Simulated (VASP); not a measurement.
# Si (P1) in VASP: single point with PBE

Aim: the single point of Si with PBE.

Program: VASP 6.6.1. These are calculated values, not measurements. Logs are shortened: lines on timing, memory, paths and dates and some standing lists are left out, and cuts for length are marked.

## 1. The cell of the first run

The typed cell holds 16 atoms: a = 10.862 Å, b = 5.431 Å, c = 5.431 Å, α = 90.00°, β = 90.00°, γ = 90.00°.

## 2. Single point, PBE

File INCAR:

```
  PREC = Accurate
  ENCUT = 500
  EDIFF = 1E-6
  ISMEAR = 0
  SIGMA = 0.01
  LREAL = False
  LASPH = True
  NELM = 120
  ALGO = Normal
  ISIF = 2
  LWAVE = False
  LCHARG = False
  GGA = PE
  NBANDS = 46
  GGA_COMPAT = False
```

File KPOINTS:

```
Automatic mesh
0
Gamma
  2 2 2
```

File POSCAR:

```
Si
1.0
   10.8620000000      0.0000000000      0.0000000000
    0.0000000000      5.4310000000      0.0000000000
    0.0000000000      0.0000000000      5.4310000000
Si
16
Direct
    0.9975880000      0.0008140000      0.9976060000
    0.1259570000      0.2523150000      0.2420000000
    0.9955180000      0.5062140000      0.4955690000
    0.1225540000      0.7591260000      0.7494520000
    0.2530980000      0.9995650000      0.5025610000
    0.3717830000      0.2524830000      0.7567770000
    0.2502130000      0.5044420000      0.0031560000
    0.3709860000      0.7547550000      0.2516770000
    0.4981700000      0.9913650000      0.0067300000
    0.6247490000      0.2540290000      0.2569750000
    0.5019710000      0.5077540000      0.4980660000
    0.6277700000      0.7489800000      0.7580200000
    0.7534880000      0.9925880000      0.4932970000
    0.8723940000      0.2585710000      0.7488250000
    0.7511660000      0.4963360000      0.0001330000
    0.8739490000      0.7472550000      0.2515660000
```

Potentials or basis: VASP PAW PBE potentials, release 64 (Si).

The run is started by

```console
cat potpaw_PBE.64/Si/POTCAR > POTCAR
mpirun -np 1 vasp_std > vasp.out
```

OUTCAR:

```text
PREC = Accurate
   ENCUT = 500
   EDIFF = 1E-6
   ISMEAR = 0
   LREAL = False
   LASPH = True
   NELM = 120
   ISIF = 2
   GGA = PE

 ion  position               nearest neighbor table
   1  0.998  0.001  0.998-   4 2.32   2 2.36  16 2.37  14 2.37
   2  0.126  0.252  0.242-   7 2.32   1 2.36   5 2.41   3 2.41
   3  0.996  0.506  0.496-  16 2.28  14 2.34   4 2.39   2 2.41
   4  0.123  0.759  0.749-   1 2.32   5 2.35   3 2.39   7 2.39
   5  0.253  1.000  0.503-   8 2.29   6 2.34   4 2.35   2 2.41
   6  0.372  0.252  0.757-   7 2.33   5 2.34   9 2.40  11 2.43
[... 8 lines left out ...]
  15  0.751  0.496  0.000-  14 2.29  12 2.33  16 2.35  10 2.36
  16  0.874  0.747  0.252-  13 2.28   3 2.28  15 2.35   1 2.37

  LATTYP: Found a simple tetragonal cell.
 ALAT       =     5.4310000000
 C/A-ratio  =     2.0000000000

  Lattice vectors:

 A1 = (   0.0000000000,   5.4310000000,   0.0000000000)
 A2 = (   0.0000000000,   0.0000000000,   5.4310000000)
 A3 = (  10.8620000000,   0.0000000000,   0.0000000000)

Analysis of symmetry for initial positions (statically):
=====================================================================
 Subroutine PRICEL returns:
 Original cell was already a primitive cell.

 Routine SETGRP: Setting up the symmetry group for a
 simple tetragonal supercell.

 Subroutine GETGRP returns: Found  1 space group operations
 (whereof  1 operations were pure point group operations)
 out of a pool of 16 trial point group operations.

The static configuration has the point symmetry C_1 .

Analysis of symmetry for dynamics (positions and initial velocities):
=====================================================================
 Subroutine PRICEL returns:
 Original cell was already a primitive cell.

 Routine SETGRP: Setting up the symmetry group for a
 simple tetragonal supercell.

 Subroutine GETGRP returns: Found  1 space group operations
 (whereof  1 operations were pure point group operations)
 out of a pool of 16 trial point group operations.

The dynamic configuration has the point symmetry C_1 .

 Subroutine INISYM returns: Found  1 space group operations
 (whereof  1 operations are pure point group operations),
 and found     1 'primitive' translations

----------------------------------------------------------------------------------------

                                     Primitive cell
[... 106 lines left out ...]
   IBRION =     -1    ionic relax: 0-MD 1-quasi-New 2-CG
   NFREE  =      0    steps in history (QN), initial steepest desc. (CG)
   ISIF   =      2    stress and relaxation
   ISYM   =      2    0-nonsym 1-usesym 2-fastsym
   POTIM  = 0.5000    time-step for ionic-motion
   TEBEG  =    0.0;   TEEND  =   0.0 temperature during run
   PSTRESS=    0.0 pullay stress
   NELECT =      64.0000    total number of electrons
   NUPDOWN=      -1.0000    fix difference up-down
   EMIN   =  10.00;   EMAX   =-10.00  energy-range for DOS
   EFERMI =   0.00;   METHOD = LEGACY
   ISMEAR =     0;   SIGMA  =   0.01  broadening in eV -4-tet -1-fermi 0-gaus
   EFERMI_NEDOS =   21; number of points for ismear=-14 and -15
   IALGO  =     38    algorithm
   IMIX   =      4    mixing-type and parameters
     AMIX     =   0.40;   BMIX     =  1.00
     AMIX_MAG =   1.60;   BMIX_MAG =  1.00
  volume/ion in A,a.u.               =      20.02       135.13
  Fermi-wavevector in a.u.,A,eV,Ry     =   0.956999  1.808467 12.460868  0.915848
  Thomas-Fermi vector in A             =   2.085978
   LORBIT       =      0    0 simple, 1 ext, 2 COOP (PROOUT), +10 PAW based schemes
   GGA     = PE    functional components
   LHFCALC =     F    Hartree Fock is set to
   AEXX    =    0.0000 exact exchange contribution
   IVDW    =     0    specifies the selected vdW correction
   LEPSILON=     F    determine dielectric tensor
   LRPA    =     F    only Hartree local field effects (RPA)
 non-spin polarized calculation
 Gauss-broadening in eV      SIGMA  =   0.01
  energy-cutoff  :      500.00
  volume of cell :      320.38
 maximum number of plane-waves:      8144
 NGX is ok and might be reduce to    80
   NGX = 39   NGY = 19   NGZ = 19

 number of electron      63.9999999 magnetization

 Free energy of the ion-electron system (eV)
  ---------------------------------------------------
  ext. energy  EPLUGINS =         0.00000000
  ---------------------------------------------------
  free energy    TOTEN  =       -85.84569002 eV

  energy without entropy =      -85.84569002  energy(sigma->0) =      -85.84569002

 E-fermi :   6.0400     XC(G=0):  -9.3971

 val. band max:        5.9439858103   @ k =   0.0000   0.0000   0.0000
 cond. band min:       6.4044719473   @ k =   0.0000   0.0000   0.0000
 fundamental gap:      0.4604861370
 Fermi energy:         6.0400095694

 k-point     1 :       0.0000    0.0000    0.0000
  band No.  band energies     occupation
      1      -6.1283      2.00000
      2      -5.1304      2.00000
      3      -4.9545      2.00000
      4      -2.1781      2.00000
      5      -2.0614      2.00000
      6      -2.0029      2.00000
[... 365 lines left out ...]
     43       9.3757      0.00000
     44       9.4480      0.00000
 [bands above 44 left out]

------------------------ aborting loop because EDIFF is reached ----------------------------------------

  FORCE on cell =-STRESS in cart. coord.  units (eV):
  Direction    XX          YY          ZZ          XY          YZ          ZX
  --------------------------------------------------------------------------------------
  -------------------------------------------------------------------------------------
  Total        3.4662828      5.6945221      5.7684265     -1.1234798      1.1586672     -1.5966380
  in kB       17.3342547     28.4772773     28.8468598     -5.6183194      5.7942857     -7.9844982
  external PRESSURE =      24.8861306 kB  Pullay stress =       0.0000000 kB

 VOLUME and BASIS-vectors are now :
 -----------------------------------------------------------------------------
  energy-cutoff  :      500.00
  volume of cell :      320.38
      direct lattice vectors                 reciprocal lattice vectors
    10.862000000  0.000000000  0.000000000     0.092064077  0.000000000  0.000000000
     0.000000000  5.431000000  0.000000000     0.000000000  0.184128153  0.000000000
     0.000000000  0.000000000  5.431000000     0.000000000  0.000000000  0.184128153

 POSITION                                       TOTAL-FORCE (eV/Angst)
 -----------------------------------------------------------------------------------
     10.83580      0.00442      5.41800        -0.075520      0.348118      0.121536
      1.36814      1.37032      1.31430        -0.280764     -0.191681      0.690908
     10.81332      2.74925      2.69144         0.915731     -0.412699      0.315161
      1.33118      4.12281      4.07027         0.170028     -0.560353     -0.155913
      2.74915      5.42864      2.72941        -0.762582      0.605128     -0.016153
      4.03831      1.37124      4.11006         0.855650      0.007258     -0.302513
[... 8 lines left out ...]
      8.15917      2.69560      0.00072        -0.377258      0.122575      0.383832
      9.49283      4.05834      1.36625         0.151720      0.118557     -0.784352
 -----------------------------------------------------------------------------------
    total drift:                               -0.000016      0.000026      0.000000

  FREE ENERGIE OF THE ION-ELECTRON SYSTEM (eV)
  ---------------------------------------------------
  free  energy   TOTEN  =       -85.8456900157 eV

  energy  without entropy=      -85.8456900157  energy(sigma->0) =      -85.84569002
```

OSZICAR:

```text
N       E                     dE             d eps       ncg     rms          rms(c)
DAV:   1     0.146114570346E+03    0.14611E+03   -0.23713E+04   736   0.111E+03
DAV:   2    -0.748349260853E+02   -0.22095E+03   -0.20751E+03   930   0.163E+02
DAV:   3    -0.871553760715E+02   -0.12320E+02   -0.12111E+02   962   0.352E+01
DAV:   4    -0.873819702788E+02   -0.22659E+00   -0.22569E+00   900   0.598E+00
DAV:   5    -0.873886170100E+02   -0.66467E-02   -0.66396E-02   922   0.950E-01    0.140E+01
DAV:   6    -0.863161872657E+02    0.10724E+01   -0.57682E-01   860   0.222E+00    0.858E+00
DAV:   7    -0.858367099847E+02    0.47948E+00   -0.12603E+00   840   0.339E+00    0.536E-01
DAV:   8    -0.858428718048E+02   -0.61618E-02   -0.73123E-02   816   0.926E-01    0.233E-01
DAV:   9    -0.858451247386E+02   -0.22529E-02   -0.36179E-03   936   0.232E-01    0.166E-01
DAV:  10    -0.858455307152E+02   -0.40598E-03   -0.48090E-04   830   0.727E-02    0.671E-02
DAV:  11    -0.858456871241E+02   -0.15641E-03   -0.21950E-04   808   0.554E-02    0.182E-02
DAV:  12    -0.858456886658E+02   -0.15418E-05   -0.65113E-06   930   0.859E-03    0.126E-02
DAV:  13    -0.858456903728E+02   -0.17069E-05   -0.29906E-06   694   0.662E-03    0.292E-03
DAV:  14    -0.858456900157E+02    0.35703E-06   -0.29564E-07   476   0.186E-03
   1 F= -.85845690E+02 E0= -.85845690E+02  d E =-.636710E-43
```

stdout:

```text
POSCAR found type information on POSCAR Si
 POSCAR found :  1 types and      16 ions
 scaLAPACK will be used
 LDA part: xc-table for (Slater+PW92), standard interpolation
 POSCAR, INCAR and KPOINTS ok, starting setup
 FFT: planning ... GRIDC
 FFT: planning ... GRID_SOFT
 FFT: planning ... GRID
 WAVECAR not read
 entering main loop
```

It took 3.2 min on 1 thread of Intel Xeon 8259CL, shared host; peak memory 0.35 GiB.

Results:

```yaml
Free_energy: -85.8457 eV
Pressure: 2.5 GPa
Largest_force: 1.235 eV/Å
Band_gap_on_the_k_mesh: 0.46 eV
```

Forces on the atoms (eV/Å):
```
Si  -0.076  0.348  0.122
Si  -0.281 -0.192  0.691
Si   0.916 -0.413  0.315
Si   0.170 -0.560 -0.156
Si  -0.763  0.605 -0.016
Si   0.856  0.007 -0.303
Si  -0.453  0.215 -0.374
Si   0.537 -0.501  0.161
Si   0.232  0.876 -0.227
Si   0.015 -0.587 -0.403
Si  -0.477 -0.200  0.579
Si  -0.153  0.190 -0.436
Si  -0.628  0.712  0.790
Si   0.330 -0.741 -0.343
Si  -0.377  0.123  0.384
Si   0.152  0.119 -0.784
```

Levels at points of the mesh, in eV from the valence-band top:
```
           k point  band 30  band 31  band 32  band 33  band 34  band 35
(0.00, 0.00, 0.00)    -0.24    -0.04     0.00     0.46     0.51     0.56
(0.50, 0.00, 0.00)    -0.91    -0.88    -0.79     0.48     0.51     1.36
(0.00, 0.50, 0.00)    -1.47    -1.45    -1.27     0.98     1.04     2.26
(0.00, 0.00, 0.50)    -1.46    -1.42    -1.25     0.99     1.04     2.23
(0.50, 0.50, 0.00)    -1.54    -1.47    -1.45     2.28     2.29     2.35
(0.50, 0.00, 0.50)    -1.54    -1.49    -1.41     2.28     2.30     2.34
(0.00, 0.50, 0.50)    -1.18    -1.13    -1.10     1.40     1.41     1.43
(0.50, 0.50, 0.50)    -1.24    -1.23    -1.20     2.11     2.14     2.19
```

Caveat: the k points lie up to 0.58 Å⁻¹ apart; forces of over 1 eV/Å act on the atoms, so gaps and moduli don't describe the material at rest.
